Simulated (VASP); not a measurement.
# Ni (P6/mmm) in VASP: relaxation of cell and atoms with BLYP

Aim: the relaxation of cell and atoms of Ni with BLYP.

All numbers are computed with VASP 6.6.1; they aren't measurements. Logs are shortened: lines on timing, memory, paths and dates and some standing lists are left out, and cuts for length are marked.

### Step 1. The cell of the first run

It takes space group P6/mmm (No. 191, hexagonal). The conventional cell has a = 3.954 Å, b = 3.954 Å, c = 2.424 Å, α = 90.00°, β = 90.00°, γ = 120.00°. Within 3.2 Å of Ni (site symmetry 6/mmm) lie 14 Ni at 2.42 to 2.58 Å. Ni (site symmetry -6m2) has 11 Ni at 2.28 to 2.58 Å within 3.0 Å.

This isn't the form of Ni at room conditions, which is fcc.

### Step 2. Relaxation of cell and atoms, BLYP, collinear spin, ferromagnetic start

INCAR reads:

```
SYSTEM = Ni
PREC = Accurate
ENCUT = 600
EDIFF = 1E-6
ISMEAR = -1
SIGMA = 0.05
LREAL = .FALSE.
LASPH = .TRUE.
NELM = 150
ALGO = Normal
ISIF = 3
LWAVE = .FALSE.
LCHARG = .FALSE.
ISPIN = 2
MAGMOM = 0.8 0.8 0.8
LORBIT = 11
LMAXMIX = 4
GGA = B5
ALDAX = 1.0
AGGAX = 1.0
AGGAC = 1.0
ALDAC = 0.0
IBRION = 2
NSW = 80
EDIFFG = -0.01
```

KPOINTS reads:

```
regular mesh
0
G
  9 9 13
  0 0 0
```

POSCAR reads:

```
Ni
1.0
    3.9540713024      0.0000000000      0.0000000000
   -1.9770356512      3.4243261962      0.0000000000
    0.0000000000      0.0000000000      2.4238457083
Ni
3
Direct
    0.0000000000      0.0000000000      0.0000000000
    0.3333333333      0.6666666667      0.5000000000
    0.6666666667      0.3333333333      0.5000000000
```

Potentials or basis: VASP PAW PBE potentials, release 64 (Ni).

Launch:

```bash
$ cat potpaw_PBE.64/Ni/POTCAR > POTCAR
$ mpirun -np 1 vasp_std > vasp.out
```

OUTCAR:

```text
SYSTEM = Ni
   PREC = Accurate
   ENCUT = 600
   EDIFF = 1E-6
   ISMEAR = -1
   LREAL = .FALSE.
   LASPH = .TRUE.
   NELM = 150
   ISIF = 3
   ISPIN = 2
   LORBIT = 11
   GGA = B5
   IBRION = 2
   NSW = 80
   EDIFFG = -0.01

 ion  position               nearest neighbor table
   1  0.000  0.000  0.000-   2 2.58   3 2.58   2 2.58   3 2.58   2 2.58   2 2.58   3 2.58   3 2.58
                             3 2.58   3 2.58   2 2.58   2 2.58
   2  0.333  0.667  0.500-   3 2.28   3 2.28   3 2.28   1 2.58   1 2.58   1 2.58   1 2.58   1 2.58
                             1 2.58
   3  0.667  0.333  0.500-   2 2.28   2 2.28   2 2.28   1 2.58   1 2.58   1 2.58   1 2.58   1 2.58
                             1 2.58

  LATTYP: Found a hexagonal cell.
 ALAT       =     3.9540713024
 C/A-ratio  =     0.6130000000

  Lattice vectors:

 A1 = (   3.9540713024,   0.0000000000,   0.0000000000)
 A2 = (  -1.9770356512,   3.4243261962,   0.0000000000)
 A3 = (   0.0000000000,   0.0000000000,   2.4238457083)

Analysis of symmetry for initial positions (statically):
=====================================================================
 Subroutine PRICEL returns:
 Original cell was already a primitive cell.

 Routine SETGRP: Setting up the symmetry group for a
 hexagonal supercell.

 Subroutine GETGRP returns: Found 24 space group operations
 (whereof 24 operations were pure point group operations)
 out of a pool of 24 trial point group operations.

The static configuration has the point symmetry D_6h.

Analysis of symmetry for dynamics (positions and initial velocities):
=====================================================================
 Subroutine PRICEL returns:
 Original cell was already a primitive cell.

 Routine SETGRP: Setting up the symmetry group for a
 hexagonal supercell.

 Subroutine GETGRP returns: Found 24 space group operations
 (whereof 24 operations were pure point group operations)
 out of a pool of 24 trial point group operations.

The dynamic configuration has the point symmetry D_6h.

Analysis of structural, dynamic, and magnetic symmetry:
=====================================================================
 Subroutine PRICEL returns:
 Original cell was already a primitive cell.

 Routine SETGRP: Setting up the symmetry group for a
 hexagonal supercell.

 Subroutine GETGRP returns: Found 24 space group operations
 (whereof 24 operations were pure point group operations)
 out of a pool of 24 trial point group operations.

The overall configuration has the point symmetry D_6h.

 Subroutine INISYM returns: Found 24 space group operations
 (whereof 24 operations are pure point group operations),
 and found     1 'primitive' translations

[... 131 lines left out ...]
 maximum number of plane-waves:      1110
 NGX is ok and might be reduce to    32
   NGX = 15   NGY = 15   NGZ =  9

--------------------------------------- Ionic step        1  -------------------------------------------

 number of electron      30.0000011 magnetization       1.7861286

 Free energy of the ion-electron system (eV)
  ---------------------------------------------------
  ext. energy  EPLUGINS =         0.00000000
  ---------------------------------------------------
  free energy    TOTEN  =       -13.44657341 eV

  energy without entropy =      -13.39611751  energy(sigma->0) =      -13.42134546

------------------------ aborting loop because EDIFF is reached ----------------------------------------

  FORCE on cell =-STRESS in cart. coord.  units (eV):
  Direction    XX          YY          ZZ          XY          YZ          ZX
  --------------------------------------------------------------------------------------
  -------------------------------------------------------------------------------------
  Total        2.8164185      2.8164185      1.9879061      0.0000000     -0.0000000      0.0000000
  in kB      137.4938188    137.4938188     97.0469422      0.0000000     -0.0000000      0.0000000
  external PRESSURE =     124.0115266 kB  Pullay stress =       0.0000000 kB
[... 92 lines left out ...]
  FREE ENERGIE OF THE ION-ELECTRON SYSTEM (eV)
  ---------------------------------------------------
  free  energy   TOTEN  =       -13.5312977064 eV

  energy  without entropy=      -13.4763490911  energy(sigma->0) =      -13.50382340

[... ionic steps 4 to 16 ...]

--------------------------------------- Ionic step       17  -------------------------------------------

 number of electron      29.9999991 magnetization       1.8691241

------------------------ aborting loop because EDIFF is reached ----------------------------------------
[... 69 lines left out ...]
--------------------------------------- Ionic step       19  -------------------------------------------

 number of electron      29.9999991 magnetization       1.8694606

 Free energy of the ion-electron system (eV)
  ---------------------------------------------------
  ext. energy  EPLUGINS =         0.00000000
  ---------------------------------------------------
  free energy    TOTEN  =       -13.53160608 eV

  energy without entropy =      -13.47661621  energy(sigma->0) =      -13.50411114

 E-fermi :   8.8271     XC(G=0): -12.2414

 val. band max:        8.8261361702   @ k =   0.3333   0.3333   0.0000
 cond. band min:       8.8286109891   @ k =   0.3333   0.0000   0.4615
 fundamental gap:      0.0024748188
 Fermi energy:         8.8270873435

 spin component 1

 k-point     1 :       0.0000    0.0000    0.0000
  band No.  band energies     occupation
      1       0.4726      1.00000
      2       4.9594      1.00000
      3       5.9899      1.00000
      4       5.9899      1.00000
      5       5.9939      1.00000
      6       5.9939      1.00000
[... 541 lines left out ...]
     19      19.7640      0.00000
     20      19.8088      0.00000

 [... further k-points ...]

 spin component 2

 k-point     1 :       0.0000    0.0000    0.0000
  band No.  band energies     occupation
      1       0.4720      1.00000
      2       5.5088      1.00000
      3       6.4804      1.00000
      4       6.4804      1.00000
      5       6.5246      1.00000
      6       6.5246      1.00000
[... 573 lines left out ...]
  FREE ENERGIE OF THE ION-ELECTRON SYSTEM (eV)
  ---------------------------------------------------
  free  energy   TOTEN  =       -13.5316060775 eV

  energy  without entropy=      -13.4766162072  energy(sigma->0) =      -13.50411114

 reached required accuracy - stopping structural energy minimisation

 total charge

# of ion       s       p       d       tot
------------------------------------------
    1        0.455   0.408   8.341   9.204
    2        0.488   0.434   8.362   9.284
    3        0.488   0.434   8.362   9.284
--------------------------------------------------
tot          1.431   1.276  25.065  27.771

 magnetization (x)

# of ion       s       p       d       tot
------------------------------------------
    1       -0.003  -0.019   0.628   0.606
    2       -0.006  -0.018   0.673   0.648
    3       -0.006  -0.018   0.673   0.648
--------------------------------------------------
tot         -0.014  -0.056   1.973   1.902
```

OSZICAR:

```text
N       E                     dE             d eps       ncg     rms          rms(c)
DAV:   1     0.187408068408E+03    0.18741E+03   -0.15031E+04  6856   0.234E+03
DAV:   2    -0.754365350996E+01   -0.19495E+03   -0.18704E+03  6728   0.363E+02
[... 167 lines left out ...]
       N       E                     dE             d eps       ncg     rms          rms(c)
DAV:   1    -0.135316095281E+02   -0.24394E-05   -0.38299E-05  7268   0.869E-02    0.163E-02
DAV:   2    -0.135316076075E+02    0.19207E-05   -0.28190E-05  7104   0.908E-02    0.109E-02
DAV:   3    -0.135316074355E+02    0.17195E-06   -0.13252E-05  6312   0.801E-02    0.217E-02
DAV:   4    -0.135316061118E+02    0.13237E-05   -0.73043E-06  3744   0.615E-02    0.297E-03
DAV:   5    -0.135316060775E+02    0.34318E-07   -0.60660E-07  3396   0.974E-03
  19 F= -.13531606E+02 E0= -.13504111E+02  d E =-.108962E-05  mag=     1.8695
```

CONTCAR:

```text
Ni
   1.00000000000000
     4.0572160122006364    0.0000000000000000    0.0000000000000000
    -2.0286080061003182    3.5136521351491412   -0.0000000000000000
     0.0000000000000000    0.0000000000000000    2.4600226496480970
  Ni
     3
Direct
     0.0000000000000000    0.0000000000000000    0.0000000000000000
     0.3333333332999970    0.6666666667000030    0.5000000000000000
     0.6666666667000030    0.3333333332999970    0.5000000000000000

  0.00000000E+00  0.00000000E+00  0.00000000E+00
  0.00000000E+00  0.00000000E+00  0.00000000E+00
  0.00000000E+00  0.00000000E+00  0.00000000E+00
```

Run time: 17 min. Hardware: 1 thread of Intel Xeon 8259CL, shared host; peak memory 0.24 GiB.

Results:

| Item | Value |
| --- | --- |
| Free energy | -13.5316 eV |
| Relaxed volume | 11.69 Å³/atom |
| Relaxed cell | a = 4.057 Å, b = 4.057 Å, c = 2.460 Å, α = 90.00°, β = 90.00°, γ = 120.00° |
| Space group after relaxing (to 0.1 Å) | P6/mmm (No. 191) |
| Energy gained by relaxing | 28.3 meV/atom |
| Ionic steps | 19 |
| Pressure after relaxing | 0.1 GPa |
| Net moment | 1.87 μB per cell |
| Site moments | Ni +0.61, +0.65 (each value once) μB |
| Valence electrons inside the program's atomic spheres | Ni 9.20, 9.28 (each value once) |

Stress tensor (GPa, compression positive):
```
 0.11  0.00  0.00
 0.00  0.11  0.00
 0.00  0.00 -0.01
```

The path:
```
step  energy change (eV)  largest force (eV/Å)  pressure (GPa)  volume (Å³)
   1              0.0000                0.0000           12.40        32.82
   2             -0.0379                0.0000           -7.15        37.01
   3             -0.0847                0.0000           -0.04        35.10
   4             -0.0847                0.0000           -0.37        35.15
   5             -0.0850                0.0000            0.06        35.02
   6             -0.0850                0.0000            0.19        35.01
   7             -0.0850                0.0000            0.40        35.01
   8             -0.0850                0.0000            0.36        35.02
   9             -0.0850                0.0000           -0.25        35.14
  10             -0.0850                0.0000            0.14        35.07
  11             -0.0850                0.0000           -0.17        35.10
  12             -0.0850                0.0000           -0.14        35.08
  13             -0.0850                0.0000           -0.17        35.08
  14             -0.0850                0.0000           -0.10        35.07
  15             -0.0850                0.0000           -0.06        35.07
  16             -0.0850                0.0000            0.12        35.05
  17             -0.0850                0.0000            0.21        35.06
  18             -0.0850                0.0000            0.17        35.07
  19             -0.0850                0.0000            0.07        35.07
```

Final structure:
```
Ni
1.0
     4.05722    0.00000    0.00000
    -2.02861    3.51365    0.00000
     0.00000    0.00000    2.46002
Ni
3
Direct
  0.00000 0.00000 0.00000
  0.33333 0.66667 0.50000
  0.66667 0.33333 0.50000
```

Caveat: the PAW data sets were made with another functional, which shifts forces and pressure a little.
